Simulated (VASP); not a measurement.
Write the native input for VASP 6.6.1 that does the following.

| Property | Result |
| --- | --- |
| Task | single point |
| Functional | PBEsol |
| Potentials or basis | VASP PAW PBE potentials, release 64 (Cd, Se) |
| Cutoff | 500 eV |
| k mesh | 6 × 6 × 6 |
| Occupations | fermi-dirac, width 0.1 eV |
| Spin | no spin polarisation |
| Dipole correction | no |
| Further INCAR settings | ALGO = Normal; EDIFF = 1e-06; NBANDS = 16 |

The structure of CdSe lies in POSCAR:

```
CdSe
1.0
    4.0643900000      0.0000000000      0.0000000000
    2.0321950000      3.5198649909      0.0000000000
    2.0321950000      1.1732883303      3.3185605386
Cd Se
1 1
Direct
    0.0000000000      0.0000000000      0.0000000000
    0.5000000000      0.5000000000      0.5000000000
```

One way to write it, as run:

INCAR

```
ALGO     = Normal         # electronic algorithm
EDIFF    = 1E-6           # SCF threshold, eV
ENCUT    = 500            # plane-wave cutoff, eV
GGA      = PS             # functional
GGA_COMPAT= F            
ISIF     = 2              # what is computed and relaxed
ISMEAR   = -1             # smearing method
LASPH    = T              # aspherical terms in the spheres
LCHARG   = F              # write CHGCAR
LREAL    = F              # projectors in reciprocal space
LWAVE    = F              # write WAVECAR
NBANDS   = 16             # bands
NELM     = 120            # most SCF steps
PREC     = Accurate       # precision mode
SIGMA    = 0.1            # smearing width, eV
```

KPOINTS

```
k-points
0
Gamma
  6 6 6
```

Potentials or basis: VASP PAW PBE potentials, release 64 (Cd, Se).

Run with:

```bash
$ cat potpaw_PBE.64/Cd/POTCAR potpaw_PBE.64/Se/POTCAR > POTCAR
$ mpirun -np 1 vasp_std > vasp.out
```

Results of the run:

```
Pressure               : -3.4 GPa
Band gap on the k mesh : zero (bands 9 and 10 overlap by 0.50 eV)
```

Caveat: the cell stands under tension; semilocal functionals underestimate gaps, and a narrow one can read as zero; the PAW data sets were made with another functional, which shifts forces and pressure a little.

It took 12 s on 1 thread of Intel(R) Xeon(R) Platinum 8259CL CPU @ 2.50GHz (Skylake/Cascade Lake) (shared host), peak memory 0.16 GiB.
